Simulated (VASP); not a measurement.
Input of a VASP 6.6.1 run:

File POSCAR:

```
TaN
1.0
    2.9954962808      0.0000000000      0.0000000000
   -1.4977481404      2.5941758762      0.0000000000
    0.0000000000      0.0000000000      2.9377476913
Ta N
1 1
Direct
    0.3333333333      0.6666666667      0.5000000000
    0.0000000000      0.0000000000      0.0000000000
```

INCAR.step1

```
PREC = Accurate
ENCUT = 600
ISMEAR = 0
SIGMA = 0.1
LREAL = F
LASPH = T
NELM = 100
GGA = PE
ALGO = Normal
EDIFF = 1E-4
LWAVE = T
LCHARG = F
```

File INCAR.step2:

```
PREC = Accurate
ENCUT = 600
EDIFF = 1E-6
ISMEAR = 0
SIGMA = 0.1
LREAL = F
LASPH = T
NELM = 100
ALGO = Normal
ISIF = 4
LWAVE = F
LCHARG = F
METAGGA = R2SCAN
LMIXTAU = T
IBRION = 2
NSW = 50
EDIFFG = -0.01
ISTART = 1
```

The input KPOINTS:

```
regular mesh
0
Gamma
  18 18 14
```

Potentials or basis: VASP PAW PBE potentials, release 64 (Ta_pv, N).

Command:

```sh
$ cat potpaw_PBE.64/Ta_pv/POTCAR potpaw_PBE.64/N/POTCAR > POTCAR
$ cp INCAR.step1 INCAR
$ mpirun -np 1 vasp_std > vasp.out
$ cp INCAR.step2 INCAR
$ mpirun -np 1 vasp_std > vasp.out
```

(1) Predict the band gap on the k mesh.

Answers

(1) zero (bands 8 and 9 overlap by 0.24 eV).

Caveat: spin-orbit coupling is left out, which moves the levels of the heavy elements.
